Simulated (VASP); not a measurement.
Ca: relaxation of cell and atoms with PBE

Crystal: Ca.

```
Ca
1.0
     0.00000    2.20873    2.20873
     2.20873    0.00000    2.20873
     2.20873    2.20873    0.00000
Ca
1
Direct
  0.00000 0.00000 0.00000
```

```yaml
Program: VASP 6.6.1
Task: relaxation of cell and atoms
Functional: PBE
Potentials_or_basis: VASP PAW PBE potentials, release 64 (Ca_sv)
Cutoff: 600 eV
k_mesh: 15 × 15 × 15
Occupations: fermi-dirac, width 0.05 eV
Spin: no spin polarisation
Target_pressure: 32 GPa
Dipole_correction: no
Further_INCAR_settings: ALGO = Normal; EDIFF = 1e-07; IBRION = 2; EDIFFG = -0.005; NSW = 60; ISIF = 3
```

```yaml
Pressure_after_relaxing: 32.0 GPa
Band_gap_on_the_k_mesh: zero (band 5 reaches 5.40 eV, above the bottom of band 6 at 5.17 eV)
```

Final structure:
```
CELL_PARAMETERS angstrom
0.00000 2.20873 2.20873
2.20873 0.00000 2.20873
2.20873 2.20873 0.00000
ATOMIC_POSITIONS crystal
Ca 0.00000 0.00000 0.00000
```

Levels at points of the mesh, in eV from the Fermi level:
```
           k point  band 1  band 2  band 3  band 4  band 5  band 6  band 7  band 8  band 9
(0.00, 0.00, 0.00)  -40.82  -21.25  -21.25  -21.25   -4.74    3.11    3.11    3.11    5.35
```

Run time: 34 s on 1 thread of Intel Xeon 6975P-C (shared host), peak memory 0.18 GiB.

Caveat: the relaxation stopped at its first step, so nothing moved; the cell is relaxed towards a set pressure, so the enthalpy falls and the energy may rise.
